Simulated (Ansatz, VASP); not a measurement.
# One calculation of CsSnI3, two programs

INCAR

```
SYSTEM = CsSnI3
ALGO = Normal
EDIFF = 1E-6
ENCUT = 520
GGA = PS
ISIF = 2
ISMEAR = -1
LASPH = .True.
LCHARG = .False.
LREAL = .False.
LWAVE = .False.
NBANDS = 30
NELM = 80
PREC = Accurate
SIGMA = 0.05
```

Contents of KPOINTS:

```
k-points
0
Gamma
  5 5 5
  0 0 0
```

Contents of POSCAR:

```
CsSnI3
1.0
    6.1640497518      0.0000000000      0.0000000000
    0.0000000000      6.1640497518      0.0000000000
    0.0000000000      0.0000000000      6.1640497518
Cs I Sn
1 3 1
Direct
    0.0000000000      0.0000000000      0.0000000000
    0.5000000000      0.5000000000      0.0000000000
    0.5000000000      0.0000000000      0.5000000000
    0.0000000000      0.5000000000      0.5000000000
    0.5000000000      0.5000000000      0.5000000000
```

File input.yaml:

```yaml
crystal:
  lattice:
    - [6.1640497518, 0.0, 0.0]
    - [0.0, 6.1640497518, 0.0]
    - [0.0, 0.0, 6.1640497518]
  atoms:
    - { symbol: Cs, position: [0.0, 0.0, 0.0] }
    - { symbol: I, position: [0.5, 0.5, 0.0] }
    - { symbol: I, position: [0.5, 0.0, 0.5] }
    - { symbol: I, position: [0.0, 0.5, 0.5] }
    - { symbol: Sn, position: [0.5, 0.5, 0.5] }
kpoints:
  mp_grid: { grid: [5, 5, 5] }
scf:
  occupations: { method: fermi_dirac, width: 0.05 }
hamiltonian:
  xc: pbesol
  pseudopotentials: { kind: all_electron, lapw: { basis_error: 0.002 } }
output:
  forces: true
  stress: true
  eigenvalues: true
```

Change from the starting cell: volume scaled by 0.98.

Alike in both runs: task single point; functional PBEsol; k mesh 5 × 5 × 5; occupations fermi-dirac, width 0.05 eV; no spin polarisation.

|  | VASP | Ansatz |
| --- | --- | --- |
| version | VASP 6.6.1 | Ansatz 0.2.0 |
| potentials or method | VASP PAW PBE potentials, release 64 (Cs_sv, I, Sn_d), cutoff 520 eV | all-electron LAPW, scalar-relativistic |

|  | VASP | Ansatz | Ansatz less VASP |
| --- | --- | --- | --- |
| gap on the k mesh at the Fermi level (eV) | 1.70 | 1.71 | +0.003 |
| least direct gap on the mesh (eV) | 1.70 | 1.71 | +0.003 |
| pressure (GPa) | -0.4 | -0.4 | 0.00 |

VASP's potentials were made for PBE, not for PBEsol. Ansatz ran all-electron here, and VASP with PAW potentials.

Spin-orbit coupling is off throughout.
